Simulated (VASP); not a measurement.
# TiH (F-43m) in VASP: notebook, part 2 of 2

VASP 6.6.1. Earlier steps stand in the parts before.

## 5. Relaxation of cell and atoms, PBEsol, target pressure 60 GPa, at which the enthalpy is minimised

Contents of INCAR:

```
SYSTEM = TiH
PREC = Accurate
ENCUT = 500
EDIFF = 1E-7
ISMEAR = -1
SIGMA = 0.1
LREAL = .False.
LASPH = .True.
NELM = 120
ALGO = Normal
ISIF = 3
LWAVE = .False.
LCHARG = .False.
GGA = PS
IBRION = 2
NSW = 80
EDIFFG = -0.01
PSTRESS = 600.0
GGA_COMPAT = .False.
NELMIN = 4
```

Contents of KPOINTS:

```
Automatic mesh
0
Gamma
  17 17 17
  0 0 0
```

Contents of POSCAR:

```
TiH
1.0
    0.0000000000      2.2350000000      2.2350000000
    2.2350000000      0.0000000000      2.2350000000
    2.2350000000      2.2350000000      0.0000000000
Ti H
1 1
Direct
    0.0000000000      0.0000000000      0.0000000000
    0.2500000000      0.2500000000      0.2500000000
```

Potentials or basis: VASP PAW PBE potentials, release 64 (Ti_sv, H).

Launch:

```
> cat potpaw_PBE.64/Ti_sv/POTCAR potpaw_PBE.64/H/POTCAR > POTCAR
> mpirun -np 1 vasp_std > vasp.out
```

OUTCAR:

```text
SYSTEM = TiH
   PREC = Accurate
   ENCUT = 500
   EDIFF = 1E-7
   ISMEAR = -1
   LREAL = .False.
   LASPH = .True.
   NELM = 120
   ISIF = 3
   GGA = PS
   IBRION = 2
   NSW = 80
   EDIFFG = -0.01
   PSTRESS = 600.0
   NELMIN = 4

 ion  position               nearest neighbor table
   1  0.000  0.000  0.000-
   2  0.250  0.250  0.250-

  LATTYP: Found a face centered cubic cell.
 ALAT       =     4.4700000000

  Lattice vectors:

 A1 = (   0.0000000000,   2.2350000000,   2.2350000000)
 A2 = (   2.2350000000,   0.0000000000,   2.2350000000)
 A3 = (   2.2350000000,   2.2350000000,   0.0000000000)

Analysis of symmetry for initial positions (statically):
=====================================================================
 Subroutine PRICEL returns:
 Original cell was already a primitive cell.

 Routine SETGRP: Setting up the symmetry group for a
 face centered cubic supercell.

 Subroutine GETGRP returns: Found 24 space group operations
 (whereof 24 operations were pure point group operations)
 out of a pool of 48 trial point group operations.

The static configuration has the point symmetry T_d .

Analysis of symmetry for dynamics (positions and initial velocities):
=====================================================================
 Subroutine PRICEL returns:
 Original cell was already a primitive cell.

 Routine SETGRP: Setting up the symmetry group for a
 face centered cubic supercell.

 Subroutine GETGRP returns: Found 24 space group operations
 (whereof 24 operations were pure point group operations)
 out of a pool of 48 trial point group operations.

The dynamic configuration has the point symmetry T_d .

 Subroutine INISYM returns: Found 24 space group operations
 (whereof 24 operations are pure point group operations),
 and found     1 'primitive' translations

[... 118 lines left out ...]
   LORBIT       =      0    0 simple, 1 ext, 2 COOP (PROOUT), +10 PAW based schemes
   GGA     = PS    functional components
   LHFCALC =     F    Hartree Fock is set to
   AEXX    =    0.0000 exact exchange contribution
   IVDW    =     0    specifies the selected vdW correction
   LEPSILON=     F    determine dielectric tensor
   LRPA    =     F    only Hartree local field effects (RPA)
 conjugate gradient relaxation of ions
 non-spin polarized calculation
  energy-cutoff  :      500.00
  volume of cell :       22.33
 maximum number of plane-waves:       578
   NGX = 11   NGY = 11   NGZ = 11

--------------------------------------- Ionic step        1  -------------------------------------------

 number of electron      13.0000004 magnetization

 Free energy of the ion-electron system (eV)
  ---------------------------------------------------
  ext. energy  EPLUGINS =         0.00000000
  ---------------------------------------------------
  free energy    TOTEN  =       -12.24728353 eV

  energy without entropy =      -12.18634969  energy(sigma->0) =      -12.21681661

------------------------ aborting loop because EDIFF is reached ----------------------------------------

  FORCE on cell =-STRESS in cart. coord.  units (eV):
  Direction    XX          YY          ZZ          XY          YZ          ZX
  --------------------------------------------------------------------------------------
  -------------------------------------------------------------------------------------
  Total       -1.7861724     -1.7861724     -1.7861724      0.0000000      0.0000000     -0.0000000
  in kB     -128.1655733   -128.1655733   -128.1655733      0.0000000      0.0000000     -0.0000000
  external PRESSURE =    -728.1655733 kB  Pullay stress =     600.0000000 kB
[... 63 lines left out ...]
--------------------------------------- Ionic step        3  -------------------------------------------

 number of electron      12.9999998 magnetization

 E-fermi :   9.7750     XC(G=0): -12.7179

 val. band max:        9.7738561345   @ k =   0.4706   0.1765   0.0588
 cond. band min:       9.7834712002   @ k =  -0.2941   0.1765   0.0588
 fundamental gap:      0.0096150656
 Fermi energy:         9.7750417198

 k-point     1 :       0.0000    0.0000    0.0000
  band No.  band energies     occupation
      1     -46.4139      2.00000
      2     -22.2404      2.00000
      3     -22.2404      2.00000
      4     -22.2404      2.00000
      5       0.2820      2.00000
      6      10.3139      0.00909
      7      10.3139      0.00909
      8      10.3139      0.00909
      9      12.5747      0.00000
     10      12.5747      0.00000
[... 374 lines left out ...]
--------------------------------------- Ionic step        5  -------------------------------------------

 number of electron      13.0000001 magnetization

 Free energy of the ion-electron system (eV)
  ---------------------------------------------------
  ext. energy  EPLUGINS =         0.00000000
  ---------------------------------------------------
  free energy    TOTEN  =       -11.65137569 eV

  energy without entropy =      -11.60827431  energy(sigma->0) =      -11.62982500

 E-fermi :  10.2779     XC(G=0): -12.9378

 val. band max:       10.2584969422   @ k =  -0.2941   0.1765   0.0588
 cond. band min:      10.2780966219   @ k =  -0.3529   0.4706   0.1176
 fundamental gap:      0.0195996797
 Fermi energy:        10.2778986070

 k-point     1 :       0.0000    0.0000    0.0000
  band No.  band energies     occupation
      1     -45.8462      2.00000
      2     -21.5946      2.00000
      3     -21.5946      2.00000
      4     -21.5946      2.00000
      5       0.6543      2.00000
      6      10.8242      0.00845
      7      10.8242      0.00845
      8      10.8242      0.00845
      9      13.2144      0.00000
     10      13.2144      0.00000
[... 332 lines left out ...]
  energy  without entropy=      -11.6082743141  energy(sigma->0) =      -11.62982500

  enthalpy is  TOTEN    =        -5.9931438381 eV   P V=        5.6582318523

 reached required accuracy - stopping structural energy minimisation
```

CONTCAR:

```text
TiH
   1.00000000000000
    -0.0000000000000000    1.9621702730259449    1.9621702730259449
     1.9621702730259449    0.0000000000000000    1.9621702730259449
     1.9621702730259449    1.9621702730259449   -0.0000000000000000
  Ti              H
     1     1
Direct
     0.0000000000000000    0.0000000000000000    0.0000000000000000
     0.2500000000000000    0.2500000000000000    0.2500000000000000

  0.00000000E+00  0.00000000E+00  0.00000000E+00
  0.00000000E+00  0.00000000E+00  0.00000000E+00
```

It took 1.9 min on 1 thread of Intel Xeon Platinum 8488C (Sapphire Rapids), shared host; peak memory 0.18 GiB.

Results:

- Free energy: -11.6514 eV
- Relaxed volume: 7.55 Å³/atom
- Relaxed cell: a = 2.775 Å, b = 2.775 Å, c = 2.775 Å, α = 60.00°, β = 60.00°, γ = 60.00°
- Space group after relaxing (to 0.1 Å): F-43m (No. 216)
- Energy change on relaxing (the run minimises the enthalpy): +298.0 meV/atom
- Ionic steps: 5
- Pressure after relaxing: 60.0 GPa
- Band gap on the k mesh: zero (an odd number of electrons rules out a gap without spin polarisation)

Step by step:
```tsv
step	energy change (eV)	largest force (eV/Å)	pressure (GPa)	volume (Å³)
1	0.0000	0.0000	-12.82	22.33
2	6.1842	0.0000	331.06	9.62
3	0.3766	0.0000	46.70	15.77
4	0.5478	0.0000	57.19	15.24
5	0.5959	0.0000	60.04	15.11
```

Final structure:
```
Ti H
1.0
     0.00000    1.96217    1.96217
     1.96217    0.00000    1.96217
     1.96217    1.96217    0.00000
Ti H
1 1
Direct
  0.00000 0.00000 0.00000
  0.25000 0.25000 0.25000
```

Caveat: the cell is relaxed towards a set pressure, so the run minimises the enthalpy, not the energy; the volume moved by over 15 % at a fixed basis, so the end points are rough; the PAW data sets were made with another functional, which shifts forces and pressure a little.

## 6. Summary

```tsv
cell	gap on the mesh (eV)	pressure (GPa)
relaxed	none	0.0
relaxed to 20 GPa	none	19.9
relaxed to 40 GPa	none	40.0
relaxed to 60 GPa	none	60.0
```

Alike in all rows: task relaxation of cell and atoms; level PBEsol; potentials or basis VASP PAW PBE potentials, release 64 (Ti_sv, H); no spin polarisation; k mesh 17 × 17 × 17; cutoff (eV) 500; smearing fermi-dirac 0.1 eV.

Caveats: the PAW data sets were made with another functional, which shifts forces and pressure a little; the cell is relaxed towards a set pressure, so the run minimises the enthalpy, not the energy (at least some runs); the volume moved by over 15 % at a fixed basis, so the end points are rough (at least some runs).

Absolute energies hang on the potentials; compare differences alone.

The gap in the log of VASP goes by the Fermi energy; the results here count the filled bands.